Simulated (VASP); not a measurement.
# Al2Cu (P4/mmm) in VASP: a series of runs

Al2Cu is run at these levels: LDA; tasks: single point, relaxation of volume and atoms at fixed shape.

Program: VASP 6.6.1. These are calculated values, not measurements. Logs are shortened: lines on timing, memory, paths and dates and some standing lists are left out, and cuts for length are marked.

**1. The cell of the first run**

The structure is tetragonal, space group P4/mmm (No. 123). The conventional cell has a = 4.031 Å, b = 4.031 Å, c = 2.839 Å, α = 90.00°, β = 90.00°, γ = 90.00°. Within 3.3 Å of Al (site symmetry mmm) lie 4 Cu at 2.47 Å and 6 Al at 2.84 to 2.85 Å. Within 3.3 Å of Cu (site symmetry 4/mmm) lie 8 Al at 2.47 Å and 2 Cu at 2.84 Å.

**2. Single point, LDA**

Contents of INCAR:

```
SYSTEM = Al2Cu
  ALGO = Normal
  EDIFF = 1E-6
  ENCUT = 520
  GGA = CA
  ISIF = 2
  ISMEAR = 1
  LASPH = .TRUE.
  LCHARG = .FALSE.
  LREAL = .FALSE.
  LWAVE = .FALSE.
  NBANDS = 16
  NELM = 60
  PREC = Accurate
  SIGMA = 0.05
```

Contents of KPOINTS:

```
k-points
0
G
  11 11 15
  0 0 0
```

Contents of POSCAR:

```
Al2Cu
1.0
    4.0309069280      0.0000000000      0.0000000000
    0.0000000000      4.0309069280      0.0000000000
    0.0000000000      0.0000000000      2.8390004640
Al Cu
2 1
Direct
    0.5000000000      0.0000000000      0.5000000000
    0.0000000000      0.5000000000      0.5000000000
    0.0000000000      0.0000000000      0.0000000000
```

Potentials or basis: VASP PAW LDA potentials, release 64 (Al, Cu).

Started as:

```sh
cat potpaw_LDA.64/Al/POTCAR potpaw_LDA.64/Cu/POTCAR > POTCAR
mpirun -np 1 vasp_std > vasp.out
```

OUTCAR:

```text
SYSTEM = Al2Cu
   EDIFF = 1E-6
   ENCUT = 520
   GGA = CA
   ISIF = 2
   ISMEAR = 1
   LASPH = .TRUE.
   LREAL = .FALSE.
   NELM = 60
   PREC = Accurate

 ion  position               nearest neighbor table
   1  0.500  0.000  0.500-   3 2.47   3 2.47   3 2.47   3 2.47   2 2.85   2 2.85   2 2.85   2 2.85

   2  0.000  0.500  0.500-   3 2.47   3 2.47   3 2.47   3 2.47   1 2.85   1 2.85   1 2.85   1 2.85

   3  0.000  0.000  0.000-   1 2.47   2 2.47   1 2.47   2 2.47   2 2.47   2 2.47   1 2.47   1 2.47

  LATTYP: Found a simple tetragonal cell.
 ALAT       =     4.0309069280
 C/A-ratio  =     0.7043081159

  Lattice vectors:

 A1 = (   4.0309069280,   0.0000000000,   0.0000000000)
 A2 = (   0.0000000000,   4.0309069280,   0.0000000000)
 A3 = (   0.0000000000,   0.0000000000,   2.8390004640)

Analysis of symmetry for initial positions (statically):
=====================================================================
 Subroutine PRICEL returns:
 Original cell was already a primitive cell.

 Routine SETGRP: Setting up the symmetry group for a
 simple tetragonal supercell.

 Subroutine GETGRP returns: Found 16 space group operations
 (whereof 16 operations were pure point group operations)
 out of a pool of 16 trial point group operations.

The static configuration has the point symmetry D_4h.

Analysis of symmetry for dynamics (positions and initial velocities):
=====================================================================
 Subroutine PRICEL returns:
 Original cell was already a primitive cell.

 Routine SETGRP: Setting up the symmetry group for a
 simple tetragonal supercell.

 Subroutine GETGRP returns: Found 16 space group operations
 (whereof 16 operations were pure point group operations)
 out of a pool of 16 trial point group operations.

The dynamic configuration has the point symmetry D_4h.

 Subroutine INISYM returns: Found 16 space group operations
 (whereof 16 operations are pure point group operations),
 and found     1 'primitive' translations

----------------------------------------------------------------------------------------

                                     Primitive cell

  volume of cell :      46.1287

  direct lattice vectors                    reciprocal lattice vectors
     4.030906928  0.000000000  0.000000000     0.248083128  0.000000000  0.000000000
     0.000000000  4.030906928  0.000000000     0.000000000  0.248083128  0.000000000
[... 88 lines left out ...]
   LREAL  =      F    real-space projection
   EDIFFG = 0.1E-04   stopping-criterion for IOM
   NSW    =      0    number of steps for IOM
   IBRION =     -1    ionic relax: 0-MD 1-quasi-New 2-CG
   NFREE  =      0    steps in history (QN), initial steepest desc. (CG)
   ISIF   =      2    stress and relaxation
   ISYM   =      2    0-nonsym 1-usesym 2-fastsym
   POTIM  = 0.5000    time-step for ionic-motion
   TEBEG  =    0.0;   TEEND  =   0.0 temperature during run
   PSTRESS=    0.0 pullay stress
   NELECT =      17.0000    total number of electrons
   NUPDOWN=      -1.0000    fix difference up-down
   EMIN   =  10.00;   EMAX   =-10.00  energy-range for DOS
   EFERMI =   0.00;   METHOD = LEGACY
   ISMEAR =     1;   SIGMA  =   0.05  broadening in eV -4-tet -1-fermi 0-gaus
   EFERMI_NEDOS =   21; number of points for ismear=-14 and -15
   IALGO  =     38    algorithm
   IMIX   =      4    mixing-type and parameters
     AMIX     =   0.40;   BMIX     =  1.00
     AMIX_MAG =   1.60;   BMIX_MAG =  1.00
  volume/ion in A,a.u.               =      15.38       103.76
  Fermi-wavevector in a.u.,A,eV,Ry     =   1.173728  2.218024 18.743895  1.377637
  Thomas-Fermi vector in A             =   2.310136
   LORBIT       =      0    0 simple, 1 ext, 2 COOP (PROOUT), +10 PAW based schemes
   GGA     = CA    functional components
   LHFCALC =     F    Hartree Fock is set to
   AEXX    =    0.0000 exact exchange contribution
   IVDW    =     0    specifies the selected vdW correction
   LEPSILON=     F    determine dielectric tensor
   LRPA    =     F    only Hartree local field effects (RPA)
 non-spin polarized calculation
 Methfessel and Paxton  Order N= 1 SIGMA  =   0.05
  energy-cutoff  :      520.00
  volume of cell :       46.13
 maximum number of plane-waves:      1263
 NGX is ok and might be reduce to    30
   NGX = 15   NGY = 15   NGZ = 11

 number of electron      17.0000007 magnetization

 Free energy of the ion-electron system (eV)
  ---------------------------------------------------
  ext. energy  EPLUGINS =         0.00000000
  ---------------------------------------------------
  free energy    TOTEN  =       -13.22216761 eV

  energy without entropy =      -13.22229381  energy(sigma->0) =      -13.22220968

 E-fermi :   7.4617     XC(G=0): -10.8135

 val. band max:        7.4584371715   @ k =   0.4545   0.0000   0.2000
 cond. band min:       7.4714858804   @ k =   0.3636   0.1818   0.0667
 fundamental gap:      0.0130487089
 Fermi energy:         7.4616855613

 k-point     1 :       0.0000    0.0000    0.0000
  band No.  band energies     occupation
      1      -3.3579      2.00000
      2       1.8227      2.00000
      3       2.3017      2.00000
      4       3.0137      2.00000
      5       3.2096      2.00000
      6       3.2096      2.00000
[... 433 lines left out ...]
      3       2.2823      2.00000
      4       2.9447      2.00000
      5       3.0903      2.00000
      6       3.1389      2.00000
[... 8 lines left out ...]
     15      17.5600      0.00000
     16      18.2392      0.00000

 [... further k-points ...]

------------------------ aborting loop because EDIFF is reached ----------------------------------------

  FORCE on cell =-STRESS in cart. coord.  units (eV):
  Direction    XX          YY          ZZ          XY          YZ          ZX
  --------------------------------------------------------------------------------------
  -------------------------------------------------------------------------------------
  Total        0.2234203      0.2234203     -0.2244062      0.0000000      0.0000000      0.0000000
  in kB        7.7600089      7.7600089     -7.7942513      0.0000000      0.0000000      0.0000000
  external PRESSURE =       2.5752555 kB  Pullay stress =       0.0000000 kB

 VOLUME and BASIS-vectors are now :
 -----------------------------------------------------------------------------
  energy-cutoff  :      520.00
  volume of cell :       46.13
      direct lattice vectors                 reciprocal lattice vectors
     4.030906928  0.000000000  0.000000000     0.248083128  0.000000000  0.000000000
     0.000000000  4.030906928  0.000000000     0.000000000  0.248083128  0.000000000
     0.000000000  0.000000000  2.839000464     0.000000000  0.000000000  0.352236645

 POSITION                                       TOTAL-FORCE (eV/Angst)
 -----------------------------------------------------------------------------------
      2.01545      0.00000      1.41950         0.000000      0.000000      0.000000
      0.00000      2.01545      1.41950         0.000000      0.000000      0.000000
      0.00000      0.00000      0.00000         0.000000      0.000000      0.000000
 -----------------------------------------------------------------------------------
    total drift:                                0.000000      0.000000      0.000000

  FREE ENERGIE OF THE ION-ELECTRON SYSTEM (eV)
  ---------------------------------------------------
  free  energy   TOTEN  =       -13.2221676139 eV

  energy  without entropy=      -13.2222938119  energy(sigma->0) =      -13.22220968
```

stdout:

```text
POSCAR found type information on POSCAR AlCu
 POSCAR found :  2 types and       3 ions
 scaLAPACK will be used
 LDA part: xc-table for (Slater(with rela. corr.)+CA(PZ))
 , standard interpolation
 POSCAR, INCAR and KPOINTS ok, starting setup
 FFT: planning ... GRIDC
 FFT: planning ... GRID_SOFT
 FFT: planning ... GRID
 WAVECAR not read
 entering main loop
```

Run time: 60 s. Hardware: 1 thread of Intel Xeon 6975P-C (Granite Rapids), shared host; peak memory 0.23 GiB.

Results:

- Free energy: -13.2222 eV
- Pressure: 0.3 GPa

Stress tensor (GPa, compression positive):
```
 0.78  0.00  0.00
 0.00  0.78  0.00
 0.00  0.00 -0.78
```

**3. Relaxation of volume and atoms at fixed shape, LDA**

This run uses another cell than the first one, of 16.24 Å³/atom, 1.056 times its volume.

Contents of INCAR:

```
PREC     = Accurate       # precision mode
ENCUT    = 600            # plane-wave cutoff, eV
EDIFF    = 1E-6           # SCF threshold, eV
ISMEAR   = 1              # smearing method
SIGMA    = 0.05           # smearing width, eV
LREAL    = F              # projectors in reciprocal space
LASPH    = T              # aspherical terms in the spheres
NELM     = 100            # most SCF steps
ALGO     = Normal         # electronic algorithm
ISIF     = 8              # what is computed and relaxed
LWAVE    = F              # write WAVECAR
LCHARG   = F              # write CHGCAR
GGA      = CA             # functional
IBRION   = 2              # ionic algorithm
NSW      = 80             # ionic steps
EDIFFG   = -0.02          # ionic threshold
```

Contents of KPOINTS:

```
regular mesh
0
Gamma
  11 11 15
```

Contents of POSCAR:

```
Al2Cu
1.0
    4.1051820000      0.0000000000      0.0000000000
    0.0000000000      4.1051820000      0.0000000000
    0.0000000000      0.0000000000      2.8913130000
Al Cu
2 1
Direct
    0.5000000000      0.0000000000      0.5000000000
    0.0000000000      0.5000000000      0.5000000000
    0.0000000000      0.0000000000      0.0000000000
```

Potentials or basis: VASP PAW LDA potentials, release 64 (Al, Cu).

Started as:

```sh
cat potpaw_LDA.64/Al/POTCAR potpaw_LDA.64/Cu/POTCAR > POTCAR
mpirun -np 1 vasp_std > vasp.out
```

Wall time 90 s (1 thread of Intel Xeon 6975P-C (Granite Rapids), shared host); peak memory 0.26 GiB.

The run converged. Its results:

```
Free energy                            : -13.2227 eV
Relaxed volume                         : 15.41 Å³/atom
Relaxed cell                           : a = 4.034 Å, b = 4.034 Å, c = 2.841 Å, α = 90.00°, β = 90.00°, γ = 90.00°
Space group after relaxing (to 0.05 Å) : P4/mmm (No. 123)
Energy gained by relaxing              : 13.0 meV/atom
Ionic steps                            : 3
Pressure after relaxing                : 0.0 GPa
```

Stress tensor (GPa, compression positive):
```
 0.52  0.00  0.00
 0.00  0.52  0.00
 0.00  0.00 -1.04
```

Step by step:
| step | energy change (eV) | largest force (eV/Å) | pressure (GPa) | volume (Å³) |
| --- | --- | --- | --- | --- |
| 1 | 0.0000 | 0.0000 | -4.86 | 48.73 |
| 2 | -0.0329 | 0.0000 | 1.73 | 45.33 |
| 3 | -0.0391 | 0.0000 | 0.00 | 46.23 |

Final structure:
```
Al Cu
1.0
     4.03383    0.00000    0.00000
     0.00000    4.03383    0.00000
     0.00000    0.00000    2.84106
Al Cu
2 1
Direct
  0.50000 0.00000 0.50000
  0.00000 0.50000 0.50000
  0.00000 0.00000 0.00000
```

Levels at points of the mesh, in eV from the Fermi level:
| k point | band 6 | band 7 | band 8 | band 9 | band 10 | band 11 |
| --- | --- | --- | --- | --- | --- | --- |
| (0.00, 0.00, 0.00) | -4.24 | -2.41 | -2.41 | 0.08 | 0.93 | 6.20 |
